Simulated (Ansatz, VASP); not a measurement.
Al3BAs4: VASP beside Ansatz

```xyz
8
Lattice="3.8600 0.0000 0.0000 0.0000 7.7969 0.0000 0.0000 0.0000 5.5556" Properties=species:S:1:pos:R:3 pbc="T T T"
Al    0.0000    0.0000    5.5342
Al    1.9300    5.7039    2.7861
Al    1.9300    2.0930    2.7861
B     0.0000    3.8985    0.0598
As    0.0000    2.1624    1.2743
As    0.0000    5.6345    1.2743
As    1.9300    0.0000    4.0422
As    1.9300    3.8985    4.4652
```

Alike in both runs: functional PBE; k mesh 8 × 4 × 6; occupations gaussian, width 0.02 eV; no spin polarisation.

Ansatz relaxed the structure, and its values are those at the end. VASP's run is a single point on that final structure, the one shown.

|  | VASP | Ansatz |
| --- | --- | --- |
| version | VASP 6.6.1 | Ansatz 0.2.0 |
| potentials or method | VASP PAW PBE potentials, release 64 (Al, B, As), cutoff 520 eV | scalar-relativistic, plane waves, PAW |
| valence electrons in the cell | 32 | 72 |

|  | VASP | Ansatz | Ansatz less VASP |
| --- | --- | --- | --- |
| gap on the k mesh at the Fermi level (eV) | 0.86 | 0.87 | +0.005 |
| least direct gap on the mesh (eV) | 0.86 | 0.87 | +0.008 |
| pressure (GPa) | 0.2 | 0.0 | -0.21 |
| rms of the force components (eV/Å) | 0.008 | 0.000 | -0.0073 |

The functional is the same, so the differences come from potentials, cutoffs and numerics. VASP's potentials hold 32 valence electrons a cell and Ansatz's 72, so a difference there can come from the potentials and not from the codes.
